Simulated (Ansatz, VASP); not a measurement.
**TiC: VASP beside Ansatz**

Contents of INCAR:

```
SYSTEM = TiC
PREC = Accurate ; ENCUT = 520
EDIFF = 1E-6 ; ISMEAR = -1
SIGMA = 0.03 ; LREAL = .FALSE.
LASPH = .TRUE. ; NELM = 60
ALGO = Normal ; ISIF = 2
LWAVE = .FALSE. ; LCHARG = .TRUE.
GGA = PS ; LELF = .TRUE.
LVHAR = .TRUE. ; NBANDS = 15
```

File KPOINTS:

```
regular mesh
0
G
  14 14 14
  0 0 0
```

The input POSCAR:

```
TiC
1.0
    0.0000000000      2.1198243393      2.1198243393
    2.1198243393      0.0000000000      2.1198243393
    2.1198243393      2.1198243393      0.0000000000
Ti C
1 1
Direct
    0.0000000000      0.0000000000      0.0000000000
    0.5000000000      0.5000000000      0.5000000000
```

Input for Ansatz:

```yaml
crystal:
  lattice:
    - [0.0, 2.1198243393, 2.1198243393]
    - [2.1198243393, 0.0, 2.1198243393]
    - [2.1198243393, 2.1198243393, 0.0]
  atoms:
    - { symbol: Ti, position: [0.0, 0.0, 0.0] }
    - { symbol: C, position: [0.5, 0.5, 0.5] }
kpoints:
  mp_grid: { grid: [14, 14, 14] }
  band_path:
    path:
      - [0.0, 0.0, 0.0]
      - [0.5, 0.0, 0.5]
      - [0.625, 0.25, 0.625]
      - [0.375, 0.375, 0.75]
      - [0.0, 0.0, 0.0]
      - [0.5, 0.5, 0.5]
      - [0.5, 0.25, 0.75]
      - [0.5, 0.0, 0.5]
    npoints: 5
scf:
  occupations: { method: fermi_dirac, width: 0.03 }
hamiltonian:
  xc: pbesol
  pseudopotentials: { kind: all_electron, lapw: { basis_error: 0.00025 } }
output:
  forces: true
  stress: true
  eigenvalues: true
```

Change from the starting cell: volume scaled by 0.94.

Alike in both runs: task single point; functional PBEsol; k mesh 14 × 14 × 14; occupations fermi-dirac, width 0.03 eV; no spin polarisation.

|  | VASP | Ansatz |
| --- | --- | --- |
| version | VASP 6.6.1 | Ansatz 0.2.0 |
| potentials or method | VASP PAW PBE potentials, release 64 (Ti_sv, C), cutoff 520 eV | all-electron LAPW, scalar-relativistic |

|  | VASP | Ansatz | Ansatz less VASP |
| --- | --- | --- | --- |
| pressure (GPa) | 10.9 | 10.8 | -0.08 |

VASP's potentials were made for PBE, not for PBEsol. Ansatz ran all-electron here, and VASP with PAW potentials.
